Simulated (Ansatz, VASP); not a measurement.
Two plane-wave programs on Ge

```
CELL_PARAMETERS angstrom
-1.68580 1.68580 1.68580
1.68580 -1.68580 1.68580
1.68580 1.68580 -1.68580
ATOMIC_POSITIONS crystal
Ge 0.00000 0.00000 0.00000
```

Alike in both runs: functional PBE; k mesh 20 × 20 × 20; occupations fermi-dirac, width 0.05 eV; no spin polarisation.

Ansatz relaxed the structure, and its values are those at the end. VASP's run is a single point on that final structure, the one shown.

|  | VASP | Ansatz |
| --- | --- | --- |
| version | VASP 6.6.1 | Ansatz 0.2.0 |
| potentials or method | VASP PAW PBE potentials, release 64 (Ge_d) | PAW with Ansatz's default frozen-core files, scalar-relativistic |
| plane-wave cutoff (eV) | 520 | 420 |
| valence electrons in the cell | 14 | 14 |

|  | VASP | Ansatz | Ansatz less VASP |
| --- | --- | --- | --- |
| pressure (GPa) | 0.0 | 0.0 | -0.03 |
